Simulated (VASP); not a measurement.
Wanted: the native input for a VASP 6.6.1 run.

- Task: single point
- Functional: PBE
- Potentials or basis: VASP PAW PBE potentials, release 64 (Ti_sv, B)
- Cutoff: 520 eV
- k mesh: 11 × 11 × 9
- Occupations: fermi-dirac, width 0.15 eV
- Spin: no spin polarisation
- Dipole correction: no
- Further INCAR settings: ALGO = Normal; EDIFF = 1e-07; NBANDS = 16

The structure of TiB2 lies in POSCAR:

```
TiB2
1.0
    3.0292000000      0.0000000000      0.0000000000
   -1.5146000000      2.6233641500      0.0000000000
    0.0000000000      0.0000000000      3.2284000000
Ti B
1 2
Direct
    0.0000000000      0.0000000000      0.0000000000
    0.3333333333      0.6666666667      0.5000000000
    0.6666666667      0.3333333333      0.5000000000
```

One way to write it, as run:

INCAR

```
ALGO = Normal ; EDIFF = 1E-7
ENCUT = 520 ; GGA = PE
ISIF = 2 ; ISMEAR = -1
LASPH = T ; LCHARG = F
LREAL = F ; LWAVE = F
NBANDS = 16 ; NELM = 60
PREC = Accurate ; SIGMA = 0.15
```

KPOINTS

```
k-points
0
Gamma
  11 11 9
```

Potentials or basis: VASP PAW PBE potentials, release 64 (Ti_sv, B).

The run is started by

```console
$ cat potpaw_PBE.64/Ti_sv/POTCAR potpaw_PBE.64/B/POTCAR > POTCAR
$ mpirun -np 1 vasp_std > vasp.out
```

Results of the run:

| Property | Result |
| --- | --- |
| Pressure | 0.5 GPa |
| Band gap on the k mesh | zero (band 9 reaches 10.19 eV, above the bottom of band 10 at 9.74 eV) |

Run time: 15 s on 1 thread of Intel(R) Xeon(R) Platinum 8488C (Sapphire Rapids), with other jobs on the host, peak memory 0.16 GiB.
